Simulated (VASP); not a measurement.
# InSb (F-43m) in VASP: a series of runs

Runs on InSb. Level: PBE. Tasks: single point.

Program: VASP 6.6.1. These are calculated values, not measurements. Logs are shortened: lines on timing, memory, paths and dates and some standing lists are left out, and cuts for length are marked.

## Step 1: The cell of the first run

The structure is cubic, space group F-43m (No. 216). The conventional cell has a = 6.633 Å, b = 6.633 Å, c = 6.633 Å, α = 90.00°, β = 90.00°, γ = 90.00°. Within 3.8 Å of In (site symmetry -43m) lie 4 Sb at 2.87 Å. Sb (site symmetry -43m) has 4 In at 2.87 Å within 3.8 Å.

## Step 2: Single point, PBE

Input file INCAR:

```
PREC = Accurate ; ENCUT = 520
EDIFF = 1E-6 ; ISMEAR = 0
SIGMA = 0.1 ; LREAL = F
LASPH = T ; NELM = 80
ALGO = Normal ; ISIF = 2
LWAVE = F ; LCHARG = F
GGA = PE ; NBANDS = 16
```

Input file KPOINTS:

```
Automatic mesh
0
Gamma
  14 14 14
```

Input file POSCAR:

```
InSb
1.0
    0.0000000000      3.3166110000      3.3166110000
    3.3166110000      0.0000000000      3.3166110000
    3.3166110000      3.3166110000      0.0000000000
In Sb
1 1
Direct
    0.0000000000      0.0000000000      0.0000000000
    0.2500000000      0.2500000000      0.2500000000
```

Potentials or basis: VASP PAW PBE potentials, release 64 (In_d, Sb).

The run is started by

```console
cat potpaw_PBE.64/In_d/POTCAR potpaw_PBE.64/Sb/POTCAR > POTCAR
mpirun -np 1 vasp_std > vasp.out
```

OUTCAR:

```text
PREC = Accurate
   ENCUT = 520
   EDIFF = 1E-6
   ISMEAR = 0
   LREAL = F
   LASPH = T
   NELM = 80
   ISIF = 2
   GGA = PE

 ion  position               nearest neighbor table
   1  0.000  0.000  0.000-   2 2.87   2 2.87   2 2.87   2 2.87
   2  0.250  0.250  0.250-   1 2.87   1 2.87   1 2.87   1 2.87

  LATTYP: Found a face centered cubic cell.
 ALAT       =     6.6332220000

  Lattice vectors:

 A1 = (   0.0000000000,   3.3166110000,   3.3166110000)
 A2 = (   3.3166110000,   0.0000000000,   3.3166110000)
 A3 = (   3.3166110000,   3.3166110000,   0.0000000000)

Analysis of symmetry for initial positions (statically):
=====================================================================
 Subroutine PRICEL returns:
 Original cell was already a primitive cell.

 Routine SETGRP: Setting up the symmetry group for a
 face centered cubic supercell.

 Subroutine GETGRP returns: Found 24 space group operations
 (whereof 24 operations were pure point group operations)
 out of a pool of 48 trial point group operations.

The static configuration has the point symmetry T_d .

Analysis of symmetry for dynamics (positions and initial velocities):
=====================================================================
 Subroutine PRICEL returns:
 Original cell was already a primitive cell.

 Routine SETGRP: Setting up the symmetry group for a
 face centered cubic supercell.

 Subroutine GETGRP returns: Found 24 space group operations
 (whereof 24 operations were pure point group operations)
 out of a pool of 48 trial point group operations.

The dynamic configuration has the point symmetry T_d .

 Subroutine INISYM returns: Found 24 space group operations
 (whereof 24 operations are pure point group operations),
 and found     1 'primitive' translations

----------------------------------------------------------------------------------------

                                     Primitive cell

  volume of cell :      72.9648

  direct lattice vectors                    reciprocal lattice vectors
     0.000000000  3.316611000  3.316611000    -0.150756299  0.150756299  0.150756299
     3.316611000  0.000000000  3.316611000     0.150756299 -0.150756299  0.150756299
     3.316611000  3.316611000  0.000000000     0.150756299  0.150756299 -0.150756299

  length of vectors
     4.690396257  4.690396257  4.690396257     0.261117570  0.261117570  0.261117570

  position of ions in fractional coordinates (direct lattice)
     0.000000000  0.000000000  0.000000000
     0.250000000  0.250000000  0.250000000

  ion indices of the primitive-cell ions
   primitive index   ion index
                 1           1
                 2           2

----------------------------------------------------------------------------------------

 KPOINTS: Automatic mesh

Automatic generation of k-mesh.
 Grid dimensions read from file:
 generate k-points for:   14   14   14

 Generating k-lattice:

  Cartesian coordinates                     Fractional coordinates (reciprocal lattice)
    -0.010768307  0.010768307  0.010768307     0.071428571  0.000000000  0.000000000
     0.010768307 -0.010768307  0.010768307     0.000000000  0.071428571  0.000000000
     0.010768307  0.010768307 -0.010768307     0.000000000  0.000000000  0.071428571

  Length of vectors
     0.018651255  0.018651255  0.018651255

  Shift w.r.t. Gamma in fractional coordinates (k-lattice)
     0.000000000  0.000000000  0.000000000

 Subroutine IBZKPT returns following result:
 ===========================================

 Found    104 irreducible k-points:

 Following reciprocal coordinates:
            Coordinates               Weight
  0.000000  0.000000  0.000000      1.000000
  0.071429  0.000000  0.000000      8.000000
  0.142857  0.000000  0.000000      8.000000
  0.214286  0.000000  0.000000      8.000000
  0.285714  0.000000  0.000000      8.000000
  0.357143  0.000000  0.000000      8.000000
[... 16 lines left out ...]
  0.214286  0.142857  0.000000     24.000000
  0.285714  0.142857  0.000000     24.000000
 [... further k-points ...]
   k-points           NKPTS =    104   k-points in BZ     NKDIM =    104   number of bands    NBANDS=     16
   number of dos      NEDOS =    301   number of ions     NIONS =      2
   total plane-waves  NPLWV =  46656
   dimension x,y,z NGX =    36 NGY =   36 NGZ =   36
   dimension x,y,z NGXF=    72 NGYF=   72 NGZF=   72
   ions per type =               1   1
   NGX,Y,Z   is equivalent  to a cutoff of  12.76, 12.76, 12.76 a.u.
   NGXF,Y,Z  is equivalent  to a cutoff of  25.52, 25.52, 25.52 a.u.
 SYSTEM =  unknown system
   PREC   = accura    normal or accurate (medium, high low for compatibility)
   ISTART =      0    job   : 0-new  1-cont  2-samecut
   ICHARG =      2    charge: 1-file 2-atom 10-const
   ISPIN  =      1    spin polarized calculation?
   LNONCOLLINEAR =      F non collinear calculations
   LSORBIT =      F    spin-orbit coupling
   LASPH  =      T    aspherical Exc in radial PAW
   ENCUT  =  520.0 eV  38.22 Ry    6.18 a.u.   8.72  8.72  8.72*2*pi/ulx,y,z
   NELM   =     80;   NELMIN=  2; NELMDL= -5     # of ELM steps
   EDIFF  = 0.1E-05   stopping-criterion for ELM
   LREAL  =      F    real-space projection
   EDIFFG = 0.1E-04   stopping-criterion for IOM
   NSW    =      0    number of steps for IOM
   IBRION =     -1    ionic relax: 0-MD 1-quasi-New 2-CG
   NFREE  =      0    steps in history (QN), initial steepest desc. (CG)
   ISIF   =      2    stress and relaxation
   ISYM   =      2    0-nonsym 1-usesym 2-fastsym
   POTIM  = 0.5000    time-step for ionic-motion
   TEBEG  =    0.0;   TEEND  =   0.0 temperature during run
   PSTRESS=    0.0 pullay stress
   NELECT =      18.0000    total number of electrons
   NUPDOWN=      -1.0000    fix difference up-down
   EMIN   =  10.00;   EMAX   =-10.00  energy-range for DOS
   EFERMI =   0.00;   METHOD = LEGACY
   ISMEAR =     0;   SIGMA  =   0.10  broadening in eV -4-tet -1-fermi 0-gaus
   EFERMI_NEDOS =   21; number of points for ismear=-14 and -15
   IALGO  =     38    algorithm
   IMIX   =      4    mixing-type and parameters
     AMIX     =   0.40;   BMIX     =  1.00
     AMIX_MAG =   1.60;   BMIX_MAG =  1.00
  volume/ion in A,a.u.               =      36.48       246.20
  Fermi-wavevector in a.u.,A,eV,Ry     =   1.026742  1.940260 14.343237  1.054198
  Thomas-Fermi vector in A             =   2.160650
   LORBIT       =      0    0 simple, 1 ext, 2 COOP (PROOUT), +10 PAW based schemes
   GGA     = PE    functional components
   LHFCALC =     F    Hartree Fock is set to
   AEXX    =    0.0000 exact exchange contribution
   IVDW    =     0    specifies the selected vdW correction
   LEPSILON=     F    determine dielectric tensor
   LRPA    =     F    only Hartree local field effects (RPA)
 non-spin polarized calculation
 Gauss-broadening in eV      SIGMA  =   0.10
  energy-cutoff  :      520.00
  volume of cell :       72.96
 maximum number of plane-waves:      1989
   NGX = 17   NGY = 17   NGZ = 17

 number of electron      18.0000008 magnetization

 Free energy of the ion-electron system (eV)
  ---------------------------------------------------
  ext. energy  EPLUGINS =         0.00000000
  ---------------------------------------------------
  free energy    TOTEN  =        -6.95343372 eV

  energy without entropy =       -6.95332717  energy(sigma->0) =       -6.95338045

 E-fermi :   4.4634     XC(G=0):  -8.3870

 val. band max:        4.3870653507   @ k =   0.0000   0.0000   0.0000
 cond. band min:       4.8073829082   @ k =   0.5000   0.0000   0.0000
 fundamental gap:      0.4203175575
 Fermi energy:         4.4633946908

 k-point     1 :       0.0000    0.0000    0.0000
  band No.  band energies     occupation
      1     -10.0823      2.00000
      2     -10.0823      2.00000
      3     -10.0823      2.00000
      4     -10.0152      2.00000
      5     -10.0152      2.00000
      6      -5.9041      2.00000
[... 8 lines left out ...]
     15      12.5253      0.00000
     16      12.5253      0.00000

 k-point     2 :       0.0714    0.0000    0.0000
  band No.  band energies     occupation
      1     -10.0840      2.00000
      2     -10.0814      2.00000
      3     -10.0814      2.00000
      4     -10.0153      2.00000
      5     -10.0153      2.00000
      6      -5.8622      2.00000
[... 8 lines left out ...]
     15      12.1435      0.00000
     16      12.1435      0.00000

 k-point     3 :       0.1429    0.0000    0.0000
  band No.  band energies     occupation
      1     -10.0889      2.00000
      2     -10.0791      2.00000
      3     -10.0791      2.00000
      4     -10.0154      2.00000
      5     -10.0154      2.00000
      6      -5.7389      2.00000
[... 8 lines left out ...]
     15      11.7418      0.00000
     16      11.7418      0.00000

 k-point     4 :       0.2143    0.0000    0.0000
  band No.  band energies     occupation
      1     -10.0959      2.00000
      2     -10.0759      2.00000
      3     -10.0759      2.00000
      4     -10.0153      2.00000
      5     -10.0153      2.00000
      6      -5.5429      2.00000
[... 8 lines left out ...]
     15      11.5825      0.00000
     16      11.5825      0.00000

 k-point     5 :       0.2857    0.0000    0.0000
  band No.  band energies     occupation
      1     -10.1037      2.00000
      2     -10.0727      2.00000
      3     -10.0727      2.00000
      4     -10.0150      2.00000
      5     -10.0150      2.00000
      6      -5.2927      2.00000
[... 8 lines left out ...]
     15      11.7407      0.00000
     16      11.7407      0.00000

 k-point     6 :       0.3571    0.0000    0.0000
  band No.  band energies     occupation
      1     -10.1107      2.00000
      2     -10.0700      2.00000
      3     -10.0700      2.00000
      4     -10.0145      2.00000
      5     -10.0145      2.00000
      6      -5.0237      2.00000
[... 8 lines left out ...]
     15      12.2102      0.00000
     16      12.2102      0.00000
[... 267 lines left out ...]
 k-point    21 :      -0.0714    0.0714    0.0000
  band No.  band energies     occupation
      1     -10.0872      2.00000
      2     -10.0805      2.00000
      3     -10.0792      2.00000
      4     -10.0158      2.00000
      5     -10.0149      2.00000
      6      -5.7930      2.00000
[... 8 lines left out ...]
     15      11.6253      0.00000
     16      11.9880      0.00000

 k-point    22 :       0.1429    0.1429    0.0000
  band No.  band energies     occupation
      1     -10.0946      2.00000
      2     -10.0761      2.00000
      3     -10.0761      2.00000
      4     -10.0174      2.00000
      5     -10.0138      2.00000
      6      -5.6830      2.00000
[... 8 lines left out ...]
     15      11.2878      0.00000
     16      12.7277      0.00000

 k-point    23 :       0.2143    0.1429    0.0000
  band No.  band energies     occupation
      1     -10.1007      2.00000
      2     -10.0732      2.00000
      3     -10.0728      2.00000
      4     -10.0184      2.00000
      5     -10.0133      2.00000
      6      -5.5369      2.00000
[... 8 lines left out ...]
     15      11.8586      0.00000
     16      12.6312      0.00000

 k-point    24 :       0.2857    0.1429    0.0000
  band No.  band energies     occupation
      1     -10.1072      2.00000
      2     -10.0705      2.00000
      3     -10.0694      2.00000
      4     -10.0189      2.00000
      5     -10.0128      2.00000
      6      -5.3250      2.00000
[... 8 lines left out ...]
     15      12.2840      0.00000
     16      12.6216      0.00000

 [... further k-points ...]
[... 5 lines left out ...]
  --------------------------------------------------------------------------------------
  -------------------------------------------------------------------------------------
  Total        0.0008800      0.0008800      0.0008800     -0.0000000      0.0000000     -0.0000000
  in kB        0.0193231      0.0193231      0.0193231     -0.0000000      0.0000000     -0.0000000
  external PRESSURE =       0.0193231 kB  Pullay stress =       0.0000000 kB

 VOLUME and BASIS-vectors are now :
 -----------------------------------------------------------------------------
  energy-cutoff  :      520.00
  volume of cell :       72.96
      direct lattice vectors                 reciprocal lattice vectors
     0.000000000  3.316611000  3.316611000    -0.150756299  0.150756299  0.150756299
     3.316611000  0.000000000  3.316611000     0.150756299 -0.150756299  0.150756299
     3.316611000  3.316611000  0.000000000     0.150756299  0.150756299 -0.150756299

 POSITION                                       TOTAL-FORCE (eV/Angst)
 -----------------------------------------------------------------------------------
      0.00000      0.00000      0.00000        -0.000000     -0.000000     -0.000000
      1.65831      1.65831      1.65831         0.000000      0.000000      0.000000
 -----------------------------------------------------------------------------------
    total drift:                               -0.000000     -0.000000     -0.000000

  FREE ENERGIE OF THE ION-ELECTRON SYSTEM (eV)
  ---------------------------------------------------
  free  energy   TOTEN  =        -6.9534337244 eV

  energy  without entropy=       -6.9533271742  energy(sigma->0) =       -6.95338045
```

Run time: 90 s. Hardware: 1 thread of AMD EPYC 7R13 (Zen 3), shared host; peak memory 0.26 GiB.

Results:

```yaml
Free_energy: -6.9534 eV
Pressure: 0.0 GPa
Band_gap_on_the_k_mesh: zero (filled and empty bands touch)
```

Caveat: spin-orbit coupling is left out, which moves the levels of the heavy elements.

## Step 3: Single point, PBE

Input file INCAR:

```
  PREC = Accurate
  ENCUT = 500
  EDIFF = 1E-6
  ISMEAR = 0
  SIGMA = 0.1
  LREAL = False
  LASPH = True
  NELM = 120
  ALGO = Normal
  ISIF = 2
  LWAVE = False
  LCHARG = True
  GGA = PE
  LELF = True
  LVHAR = True
  NBANDS = 16
  GGA_COMPAT = False
```

Input file KPOINTS:

```
regular mesh
0
Gamma
  4 4 4
```

POSCAR is that of step 2.

Potentials or basis: VASP PAW PBE potentials, release 64 (In_d, Sb).

The run is started by

```console
cat potpaw_PBE.64/In_d/POTCAR potpaw_PBE.64/Sb/POTCAR > POTCAR
mpirun -np 1 vasp_std > vasp.out
```

Wall time 9.1 s (1 thread of Intel Xeon 6975P-C (Granite Rapids), shared host); peak memory 0.2 GiB.

It converged, with:

```
Free energy            : -6.8186 eV
Pressure               : 0.4 GPa
Band gap on the k mesh : zero (filled and empty bands touch)
```

Levels at points of the mesh, in eV from the Fermi level:
```csv
k point,band 6,band 7,band 8,band 9,band 10,band 11,band 12,band 13
"(0.00, 0.00, 0.00)",-10.32,-0.62,-0.03,-0.03,-0.03,2.91,2.91,2.91
"(0.50, 0.00, 0.00)",-9.12,-5.35,-0.94,-0.94,0.38,3.75,3.75,6.08
"(0.50, 0.50, 0.00)",-8.59,-5.67,-2.08,-2.08,1.32,1.42,7.69,7.69
```

Caveat: the k points lie up to 0.41 Å⁻¹ apart; spin-orbit coupling is left out, which moves the levels of the heavy elements.
